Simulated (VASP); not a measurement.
# KI (Fm-3m) in VASP: further runs

Aim: see how the results for KI move with the level of theory and the settings. Levels: r2SCAN, PBE, HSE06, PBE0. Tasks: relaxation of cell and atoms, single point.

Everything below comes from runs of VASP 6.6.1. Logs are shortened: lines on timing, memory, paths and dates and some standing lists are left out, and cuts for length are marked.

### Step 1. The cell of the first run

It takes space group Fm-3m (No. 225, cubic). The conventional cell has a = 7.178 Å, b = 7.178 Å, c = 7.178 Å, α = 90.00°, β = 90.00°, γ = 90.00°. Within 4.7 Å of K (site symmetry m-3m) lie 6 I at 3.59 Å. Within 4.7 Å of I (site symmetry m-3m) lie 6 K at 3.59 Å.

### Step 2. Relaxation of cell and atoms, r2SCAN

The input, POSCAR:

```
KI
1.0
    0.0000000000      3.5890743801      3.5890743801
    3.5890743801      0.0000000000      3.5890743801
    3.5890743801      3.5890743801      0.0000000000
K I
1 1
Direct
    0.0000000000      0.0000000000      0.0000000000
    0.5000000000      0.5000000000      0.5000000000
```

The input, INCAR.step1:

```
ALGO = Normal ; EDIFF = 1E-5
EDIFFG = -0.005 ; ENCUT = 550
GGA = PE ; GGA_COMPAT = F
IBRION = 2 ; ISIF = 3
ISMEAR = -1 ; LASPH = T
LCHARG = F ; LREAL = F
LWAVE = T ; NELM = 120
NELMIN = 4 ; NSW = 100
PREC = Accurate ; SIGMA = 0.02
```

The input, INCAR.step2:

```
ALGO = Normal ; EDIFF = 1E-7
EDIFFG = -0.005 ; ENCUT = 550
GGA_COMPAT = F ; IBRION = 2
ISIF = 3 ; ISMEAR = -1
ISTART = 1 ; LASPH = T
LCHARG = F ; LMIXTAU = T
LREAL = F ; LWAVE = F
METAGGA = R2SCAN ; NELM = 120
NELMIN = 4 ; NSW = 80
PREC = Accurate ; SIGMA = 0.02
```

The input, KPOINTS:

```
k-points
0
Gamma
  6 6 6
```

Potentials or basis: VASP PAW PBE potentials, release 64 (K_sv, I).

Command:

```
> cat potpaw_PBE.64/K_sv/POTCAR potpaw_PBE.64/I/POTCAR > POTCAR
> cp INCAR.step1 INCAR
> mpirun -np 1 vasp_std > vasp.out
> cp INCAR.step2 INCAR
> mpirun -np 1 vasp_std > vasp.out
```

OUTCAR:

```text
EDIFF = 1E-7
   EDIFFG = -0.005
   ENCUT = 550
   IBRION = 2
   ISIF = 3
   ISMEAR = -1
   ISTART = 1
   LASPH = T
   LREAL = F
   METAGGA = R2SCAN
   NELM = 120
   NELMIN = 4
   NSW = 80
   PREC = Accurate

 ion  position               nearest neighbor table
   1  0.000  0.000  0.000-   2 3.59   2 3.59   2 3.59   2 3.59   2 3.59   2 3.59
   2  0.500  0.500  0.500-   1 3.59   1 3.59   1 3.59   1 3.59   1 3.59   1 3.59

  LATTYP: Found a face centered cubic cell.
 ALAT       =     7.1781487602

  Lattice vectors:

 A1 = (   0.0000000000,   3.5890743801,   3.5890743801)
 A2 = (   3.5890743801,   0.0000000000,   3.5890743801)
 A3 = (   3.5890743801,   3.5890743801,   0.0000000000)

Analysis of symmetry for initial positions (statically):
=====================================================================
 Subroutine PRICEL returns:
 Original cell was already a primitive cell.

 Routine SETGRP: Setting up the symmetry group for a
 face centered cubic supercell.

 Subroutine GETGRP returns: Found 48 space group operations
 (whereof 48 operations were pure point group operations)
 out of a pool of 48 trial point group operations.

The static configuration has the point symmetry O_h .

Analysis of symmetry for dynamics (positions and initial velocities):
=====================================================================
 Subroutine PRICEL returns:
 Original cell was already a primitive cell.

 Routine SETGRP: Setting up the symmetry group for a
 face centered cubic supercell.

 Subroutine GETGRP returns: Found 48 space group operations
 (whereof 48 operations were pure point group operations)
 out of a pool of 48 trial point group operations.

The dynamic configuration has the point symmetry O_h .

 Subroutine INISYM returns: Found 48 space group operations
 (whereof 48 operations are pure point group operations),
 and found     1 'primitive' translations

----------------------------------------------------------------------------------------

                                     Primitive cell

  volume of cell :      92.4650

  direct lattice vectors                    reciprocal lattice vectors
     0.000000000  3.589074380  3.589074380    -0.139311685  0.139311685  0.139311685
     3.589074380  0.000000000  3.589074380     0.139311685 -0.139311685  0.139311685
     3.589074380  3.589074380  0.000000000     0.139311685  0.139311685 -0.139311685

  length of vectors
     5.075717665  5.075717665  5.075717665     0.241294917  0.241294917  0.241294917

  position of ions in fractional coordinates (direct lattice)
     0.000000000  0.000000000  0.000000000
     0.500000000  0.500000000  0.500000000

  ion indices of the primitive-cell ions
   primitive index   ion index
                 1           1
                 2           2

----------------------------------------------------------------------------------------

 KPOINTS: k-points

Automatic generation of k-mesh.
 Grid dimensions read from file:
 generate k-points for:    6    6    6

 Generating k-lattice:

  Cartesian coordinates                     Fractional coordinates (reciprocal lattice)
    -0.023218614  0.023218614  0.023218614     0.166666667  0.000000000  0.000000000
     0.023218614 -0.023218614  0.023218614     0.000000000  0.166666667  0.000000000
     0.023218614  0.023218614 -0.023218614     0.000000000  0.000000000  0.166666667

  Length of vectors
     0.040215819  0.040215819  0.040215819

  Shift w.r.t. Gamma in fractional coordinates (k-lattice)
     0.000000000  0.000000000  0.000000000

 Subroutine IBZKPT returns following result:
 ===========================================

 Found     16 irreducible k-points:

 Following reciprocal coordinates:
            Coordinates               Weight
  0.000000  0.000000  0.000000      1.000000
  0.166667  0.000000  0.000000      8.000000
  0.333333  0.000000  0.000000      8.000000
  0.500000  0.000000  0.000000      4.000000
  0.166667  0.166667  0.000000      6.000000
  0.333333  0.166667  0.000000     24.000000
[... 8 lines left out ...]
 -0.333333  0.333333  0.166667     24.000000
 -0.333333  0.500000  0.166667     12.000000
   k-points           NKPTS =     16   k-points in BZ     NKDIM =     16   number of bands    NBANDS=     12
   number of dos      NEDOS =    301   number of ions     NIONS =      2
   total plane-waves  NPLWV =  64000
   dimension x,y,z NGX =    40 NGY =   40 NGZ =   40
   dimension x,y,z NGXF=    80 NGYF=   80 NGZF=   80
   ions per type =               1   1
   NGX,Y,Z   is equivalent  to a cutoff of  13.10, 13.10, 13.10 a.u.
   NGXF,Y,Z  is equivalent  to a cutoff of  26.20, 26.20, 26.20 a.u.
 SYSTEM =  unknown system
   PREC   = accura    normal or accurate (medium, high low for compatibility)
   ISTART =      1    job   : 0-new  1-cont  2-samecut
   ICHARG =      0    charge: 1-file 2-atom 10-const
   ISPIN  =      1    spin polarized calculation?
   LNONCOLLINEAR =      F non collinear calculations
   LSORBIT =      F    spin-orbit coupling
   LASPH  =      T    aspherical Exc in radial PAW
   ENCUT  =  550.0 eV  40.42 Ry    6.36 a.u.   9.71  9.71  9.71*2*pi/ulx,y,z
   NELM   =    120;   NELMIN=  4; NELMDL=  0     # of ELM steps
   EDIFF  = 0.1E-06   stopping-criterion for ELM
   LREAL  =      F    real-space projection
   EDIFFG = -.5E-02   stopping-criterion for IOM
   NSW    =     80    number of steps for IOM
   IBRION =      2    ionic relax: 0-MD 1-quasi-New 2-CG
   NFREE  =      1    steps in history (QN), initial steepest desc. (CG)
   ISIF   =      3    stress and relaxation
   ISYM   =      2    0-nonsym 1-usesym 2-fastsym
   POTIM  = 0.5000    time-step for ionic-motion
   TEBEG  =    0.0;   TEEND  =   0.0 temperature during run
   PSTRESS=    0.0 pullay stress
   NELECT =      16.0000    total number of electrons
   NUPDOWN=      -1.0000    fix difference up-down
   EMIN   =  10.00;   EMAX   =-10.00  energy-range for DOS
   EFERMI =   0.00;   METHOD = LEGACY
   ISMEAR =    -1;   SIGMA  =   0.02  broadening in eV -4-tet -1-fermi 0-gaus
   EFERMI_NEDOS =   21; number of points for ismear=-14 and -15
   IALGO  =     38    algorithm
   IMIX   =      4    mixing-type and parameters
     AMIX     =   0.40;   BMIX     =  1.00
     AMIX_MAG =   1.60;   BMIX_MAG =  1.00
  volume/ion in A,a.u.               =      46.23       311.99
  Fermi-wavevector in a.u.,A,eV,Ry     =   0.912268  1.723936 11.323212  0.832233
  Thomas-Fermi vector in A             =   2.036644
   LORBIT       =      0    0 simple, 1 ext, 2 COOP (PROOUT), +10 PAW based schemes
   METAGGA = R2SCAN    functional components
   LHFCALC =     F    Hartree Fock is set to
   AEXX    =    0.0000 exact exchange contribution
   IVDW    =     0    specifies the selected vdW correction
   LEPSILON=     F    determine dielectric tensor
   LRPA    =     F    only Hartree local field effects (RPA)
 conjugate gradient relaxation of ions
 non-spin polarized calculation
  energy-cutoff  :      550.00
  volume of cell :       92.46
 maximum number of plane-waves:      2733
   NGX = 19   NGY = 19   NGZ = 19

--------------------------------------- Ionic step        1  -------------------------------------------

 number of electron      16.0000001 magnetization

 Free energy of the ion-electron system (eV)
  ---------------------------------------------------
  ext. energy  EPLUGINS =         0.00000000
  ---------------------------------------------------
  free energy    TOTEN  =       -33.98107433 eV

  energy without entropy =      -33.98107433  energy(sigma->0) =      -33.98107433

------------------------ aborting loop because EDIFF is reached ----------------------------------------

  FORCE on cell =-STRESS in cart. coord.  units (eV):
  Direction    XX          YY          ZZ          XY          YZ          ZX
  --------------------------------------------------------------------------------------
  -------------------------------------------------------------------------------------
  Total       -0.2351002     -0.2351002     -0.2351002     -0.0000000      0.0000000     -0.0000000
  in kB       -4.0736742     -4.0736742     -4.0736742     -0.0000000      0.0000000     -0.0000000
  external PRESSURE =      -4.0736742 kB  Pullay stress =       0.0000000 kB

 VOLUME and BASIS-vectors are now :
 -----------------------------------------------------------------------------
  energy-cutoff  :      550.00
  volume of cell :       92.46
      direct lattice vectors                 reciprocal lattice vectors
     0.000000000  3.589074380  3.589074380    -0.139311685  0.139311685  0.139311685
     3.589074380  0.000000000  3.589074380     0.139311685 -0.139311685  0.139311685
     3.589074380  3.589074380  0.000000000     0.139311685  0.139311685 -0.139311685

 POSITION                                       TOTAL-FORCE (eV/Angst)
 -----------------------------------------------------------------------------------
      0.00000      0.00000      0.00000         0.000000      0.000000      0.000000
      3.58907      3.58907      3.58907         0.000000      0.000000      0.000000
 -----------------------------------------------------------------------------------
    total drift:                                0.000000     -0.000000     -0.000000

  FREE ENERGIE OF THE ION-ELECTRON SYSTEM (eV)
  ---------------------------------------------------
  free  energy   TOTEN  =       -33.9810743310 eV
[... 53 lines left out ...]
 VOLUME and BASIS-vectors are now :
 -----------------------------------------------------------------------------
  energy-cutoff  :      550.00
  volume of cell :       89.37
      direct lattice vectors                 reciprocal lattice vectors
    -0.000000000  3.548639787  3.548639787    -0.140899057  0.140899057  0.140899057
     3.548639787  0.000000000  3.548639787     0.140899057 -0.140899057  0.140899057
     3.548639787  3.548639787  0.000000000     0.140899057  0.140899057 -0.140899057

 POSITION                                       TOTAL-FORCE (eV/Angst)
 -----------------------------------------------------------------------------------
      0.00000      0.00000      0.00000         0.000000      0.000000      0.000000
      3.54864      3.54864      3.54864        -0.000000     -0.000000     -0.000000
 -----------------------------------------------------------------------------------
    total drift:                                0.000000     -0.000000     -0.000000

  FREE ENERGIE OF THE ION-ELECTRON SYSTEM (eV)
  ---------------------------------------------------
  free  energy   TOTEN  =       -33.9853423224 eV

  energy  without entropy=      -33.9853423224  energy(sigma->0) =      -33.98534232

--------------------------------------- Ionic step        4  -------------------------------------------

 number of electron      15.9999999 magnetization

 Free energy of the ion-electron system (eV)
  ---------------------------------------------------
  ext. energy  EPLUGINS =         0.00000000
  ---------------------------------------------------
  free energy    TOTEN  =       -33.98535190 eV

  energy without entropy =      -33.98535190  energy(sigma->0) =      -33.98535190

 E-fermi :  -0.3588     XC(G=0):  -7.4687

 val. band max:       -0.8159066626   @ k =   0.0000   0.0000   0.0000
 cond. band min:       3.7619439914   @ k =   0.0000   0.0000   0.0000
 fundamental gap:      4.5778506540
 Fermi energy:        -0.3588364828

 k-point     1 :       0.0000    0.0000    0.0000
  band No.  band energies     occupation
      1     -30.4949      2.00000
      2     -13.2088      2.00000
      3     -13.2088      2.00000
      4     -13.2088      2.00000
      5     -11.6106      2.00000
      6      -0.8159      2.00000
      7      -0.8159      2.00000
      8      -0.8159      2.00000
      9       3.7619      0.00000
     10       6.2383      0.00000
     11       6.2383      0.00000
     12       6.2383      0.00000

 k-point     2 :       0.1667    0.0000    0.0000
  band No.  band energies     occupation
      1     -30.4944      2.00000
      2     -13.2471      2.00000
      3     -13.2093      2.00000
      4     -13.2093      2.00000
      5     -11.5391      2.00000
      6      -1.2145      2.00000
      7      -0.9030      2.00000
      8      -0.9030      2.00000
      9       4.3691      0.00000
     10       6.1294      0.00000
     11       6.5407      0.00000
     12       6.5407      0.00000
[... 221 lines left out ...]
 VOLUME and BASIS-vectors are now :
 -----------------------------------------------------------------------------
  energy-cutoff  :      550.00
  volume of cell :       89.23
      direct lattice vectors                 reciprocal lattice vectors
    -0.000000000  3.546663512  3.546663512    -0.140977569  0.140977569  0.140977569
     3.546663512  0.000000000  3.546663512     0.140977569 -0.140977569  0.140977569
     3.546663512  3.546663512  0.000000000     0.140977569  0.140977569 -0.140977569

 POSITION                                       TOTAL-FORCE (eV/Angst)
 -----------------------------------------------------------------------------------
      0.00000      0.00000      0.00000        -0.000000     -0.000000     -0.000000
      3.54666      3.54666      3.54666         0.000000      0.000000      0.000000
 -----------------------------------------------------------------------------------
    total drift:                                0.000000     -0.000000     -0.000000

  FREE ENERGIE OF THE ION-ELECTRON SYSTEM (eV)
  ---------------------------------------------------
  free  energy   TOTEN  =       -33.9853518954 eV

  energy  without entropy=      -33.9853518954  energy(sigma->0) =      -33.98535190

 reached required accuracy - stopping structural energy minimisation
```

Wall time 4.7 min (1 thread of Intel Xeon Platinum 8488C (Sapphire Rapids), shared host); peak memory 0.27 GiB.

Results:

* Free energy: -33.9854 eV
* Relaxed volume: 44.61 Å³/atom
* Relaxed cell: a = 5.016 Å, b = 5.016 Å, c = 5.016 Å, α = 60.00°, β = 60.00°, γ = 60.00°
* Space group after relaxing (to 0.1 Å): Fm-3m (No. 225)
* Energy gained by relaxing: 2.1 meV/atom
* Ionic steps: 4
* Pressure after relaxing: 0.0 GPa
* Band gap on the k mesh: 4.58 eV

The path:
```tsv
step	energy change (eV)	largest force (eV/Å)	pressure (GPa)	volume (Å³)
1	0.0000	0.0000	-0.41	92.46
2	-0.0031	0.0000	-0.22	90.90
3	-0.0043	0.0000	-0.02	89.37
4	-0.0043	0.0000	0.00	89.23
```

Final structure:
```
K I
1.0
     0.00000    3.54666    3.54666
     3.54666    0.00000    3.54666
     3.54666    3.54666    0.00000
K I
1 1
Direct
  0.00000 0.00000 0.00000
  0.50000 0.50000 0.50000
```

Levels at points of the mesh, in eV from the valence-band top:
```
           k point  band 4  band 5  band 6  band 7  band 8  band 9  band 10  band 11  band 12
(0.00, 0.00, 0.00)  -12.39  -10.79    0.00    0.00    0.00    4.58     7.05     7.05     7.05
(0.50, 0.00, 0.00)  -12.39  -10.52   -1.29   -0.33   -0.33    6.01     8.30     8.74     8.74
(0.50, 0.50, 0.00)  -12.41  -10.65   -1.00   -0.37   -0.37    5.39     6.47     8.82     9.39
```

Caveat: the PAW data sets were made with another functional, which shifts forces and pressure a little; spin-orbit coupling is left out, which moves the levels of the heavy elements.

### Step 3. Single point, PBE, non-collinear spin, zero start, spin-orbit coupling

This run uses another cell than the first one, of 44.53 Å³/atom.

The input, INCAR:

```
SYSTEM = KI
PREC = Accurate
ENCUT = 500
EDIFF = 1E-6
ISMEAR = 0
SIGMA = 0.01
LREAL = .FALSE.
LASPH = .TRUE.
NELM = 200
ALGO = Normal
ISIF = 2
LWAVE = .FALSE.
LCHARG = .FALSE.
MAGMOM = 0 0 0 0 0 0
LORBIT = 11
LSORBIT = .TRUE.
GGA_COMPAT = .FALSE.
LORBMOM = .TRUE.
GGA = PE
NBANDS = 28
```

The input, KPOINTS:

```
regular mesh
0
G
  6 6 6
  0 0 0
```

The input, POSCAR:

```
KI
1.0
    0.0000000000      3.5444850600      3.5444850600
    3.5444850600      0.0000000000      3.5444850600
    3.5444850600      3.5444850600      0.0000000000
K I
1 1
Direct
    0.0000000000      0.0000000000      0.0000000000
    0.5000000000      0.5000000000      0.5000000000
```

Potentials or basis: VASP PAW PBE potentials, release 64 (K_sv, I).

Command:

```
> cat potpaw_PBE.64/K_sv/POTCAR potpaw_PBE.64/I/POTCAR > POTCAR
> mpirun -np 1 vasp_ncl > vasp.out
```

Run time: 2.1 min. Hardware: 1 thread of Intel Xeon Platinum 8488C (Sapphire Rapids), shared host; peak memory 0.49 GiB.

Results (log left out):

| Property | Result |
| --- | --- |
| Free energy | -5.6857 eV |
| Pressure | 0.5 GPa |
| Net moment | 0.00 μB per cell |
| Valence electrons inside the program's atomic spheres | K 7.56; I 4.35 |

Moments on the atoms (μB; x, y, z):
```
K   0.00 0.00 0.00
I   0.00 0.00 0.00
```

### Step 4. Single point, HSE06

This run uses another cell than the first one, of 44.53 Å³/atom.

POSCAR is that of step 3.

The input, INCAR.step1:

```
PREC = Accurate
ENCUT = 400
EDIFF = 1E-5
ISMEAR = 0
SIGMA = 0.01
LREAL = False
LASPH = True
NELM = 120
ALGO = Normal
ISIF = 2
LWAVE = True
LCHARG = False
NBANDS = 15
GGA = PE
GGA_COMPAT = False
```

The input, INCAR.step2:

```
PREC = Accurate
ENCUT = 400
EDIFF = 1E-6
ISMEAR = 0
SIGMA = 0.01
LREAL = False
LASPH = True
NELM = 120
ALGO = Normal
ISIF = 2
LWAVE = False
LCHARG = False
GGA = PE
LHFCALC = True
HFSCREEN = 0.2079
PRECFOCK = Normal
NBANDS = 15
ISTART = 1
GGA_COMPAT = False
```

The input, KPOINTS:

```
Automatic mesh
0
Gamma
  4 4 4
```

Command:

```
> cat potpaw_PBE.64/K_sv/POTCAR potpaw_PBE.64/I/POTCAR > POTCAR
> cp INCAR.step1 INCAR
> mpirun -np 1 vasp_std > vasp.out
> cp INCAR.step2 INCAR
> mpirun -np 1 vasp_std > vasp.out
```

Run time: 8.7 min. Hardware: 1 thread of Intel Xeon Platinum 8488C (Sapphire Rapids), shared host; peak memory 0.31 GiB.

The run converged. Its results:

- Free energy: -6.4016 eV
- Pressure: 0.3 GPa
- Band gap on the k mesh: 4.93 eV

Levels at points of the mesh, in eV from the valence-band top:
| k point | band 5 | band 6 | band 7 | band 8 | band 9 | band 10 | band 11 | band 12 |
| --- | --- | --- | --- | --- | --- | --- | --- | --- |
| (0.00, 0.00, 0.00) | -11.38 | 0.00 | 0.00 | 0.00 | 4.93 | 7.65 | 7.65 | 7.65 |
| (0.50, 0.00, 0.00) | -11.07 | -1.37 | -0.34 | -0.34 | 6.48 | 8.88 | 9.22 | 9.22 |
| (0.50, 0.50, 0.00) | -11.21 | -1.05 | -0.39 | -0.39 | 5.95 | 6.81 | 9.46 | 9.86 |

Caveat: the PAW data sets were made with another functional, which shifts forces and pressure a little; spin-orbit coupling is left out, which moves the levels of the heavy elements.

### Step 5. Single point, PBE0

This run uses another cell than the first one, of 44.53 Å³/atom.

POSCAR is that of step 4.

The input, INCAR.step1:

```
SYSTEM = KI
PREC = Accurate
ENCUT = 400
EDIFF = 1E-5
ISMEAR = 0
SIGMA = 0.01
LREAL = .FALSE.
LASPH = .TRUE.
NELM = 120
ALGO = Normal
ISIF = 2
LWAVE = .TRUE.
LCHARG = .FALSE.
GGA = PE
NBANDS = 15
GGA_COMPAT = .FALSE.
```

The input, INCAR.step2:

```
SYSTEM = KI
PREC = Accurate
ENCUT = 400
EDIFF = 1E-6
ISMEAR = 0
SIGMA = 0.01
LREAL = .FALSE.
LASPH = .TRUE.
NELM = 120
ALGO = Normal
ISIF = 2
LWAVE = .FALSE.
LCHARG = .FALSE.
GGA = PE
LHFCALC = .TRUE.
AEXX = 0.25
PRECFOCK = Normal
ISTART = 1
NBANDS = 15
GGA_COMPAT = .FALSE.
```

The input, KPOINTS:

```
regular mesh
0
G
  4 4 4
  0 0 0
```

Command:

```
> cat potpaw_PBE.64/K_sv/POTCAR potpaw_PBE.64/I/POTCAR > POTCAR
> cp INCAR.step1 INCAR
> mpirun -np 1 vasp_std > vasp.out
> cp INCAR.step2 INCAR
> mpirun -np 1 vasp_std > vasp.out
```

Run time: 10 min. Hardware: 1 thread of Intel Xeon Platinum 8488C (Sapphire Rapids), shared host; peak memory 0.21 GiB.

It converged, with:

```
Free energy            : -6.9172 eV
Pressure               : 0.2 GPa
Band gap on the k mesh : 5.64 eV
```

Levels at points of the mesh, in eV from the valence-band top:
| k point | band 5 | band 6 | band 7 | band 8 | band 9 | band 10 | band 11 | band 12 |
| --- | --- | --- | --- | --- | --- | --- | --- | --- |
| (0.00, 0.00, 0.00) | -11.41 | 0.00 | 0.00 | 0.00 | 5.64 | 8.39 | 8.39 | 8.39 |
| (0.50, 0.00, 0.00) | -11.11 | -1.40 | -0.35 | -0.35 | 7.20 | 9.63 | 9.97 | 9.97 |
| (0.50, 0.50, 0.00) | -11.25 | -1.08 | -0.40 | -0.40 | 6.68 | 7.55 | 10.23 | 10.59 |

Caveat: the PAW data sets were made with another functional, which shifts forces and pressure a little; spin-orbit coupling is left out, which moves the levels of the heavy elements.

(Part 1 of 2 ends here.)
